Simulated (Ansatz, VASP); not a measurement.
## Ti3O4 in VASP and in Ansatz

```
Ti O
1.0
     2.91282   -4.03035    0.00000
     2.91282    4.03035    0.00000
     0.00000    0.00000    2.96903
Ti O
3 4
Direct
  0.00000 0.00000 0.50000
  0.40935 0.00000 0.90935
  0.00000 0.50000 0.00000
  0.76278 0.76278 0.00000
  0.25888 0.74112 0.50000
  0.23722 0.23722 0.00000
  0.74112 0.25888 0.50000
```

Alike in both runs: task single point; functional PBEsol; k mesh 8 × 8 × 14; occupations gaussian, width 0.15 eV; no spin polarisation.

|  | VASP | Ansatz |
| --- | --- | --- |
| version | VASP 6.6.1 | Ansatz 0.2.0 |
| potentials or method | VASP PAW PBE potentials, release 64 (Ti_sv, O), cutoff 520 eV | scalar-relativistic, plane waves, PAW |
| valence electrons in the cell | 60 | 60 |

|  | VASP | Ansatz | Ansatz less VASP |
| --- | --- | --- | --- |
| gap on the k mesh at the Fermi level (eV) | none | none | - |
| pressure (GPa) | 17.3 | 16.3 | -0.97 |
| traceless stress, the component that is largest in VASP (GPa) | 11.50 | 11.19 | -0.315 |
| rms of the force components (eV/Å) | 2.912 | 2.849 | -0.0626 |

VASP's potentials were made for PBE, not for PBEsol. Atom by atom the forces differ by 0.066 eV/Å (rms over components). A gap of «none» marks a metal or a gap that the smearing closes. With one functional, cell and mesh, what is left measures potentials, basis and numerics.
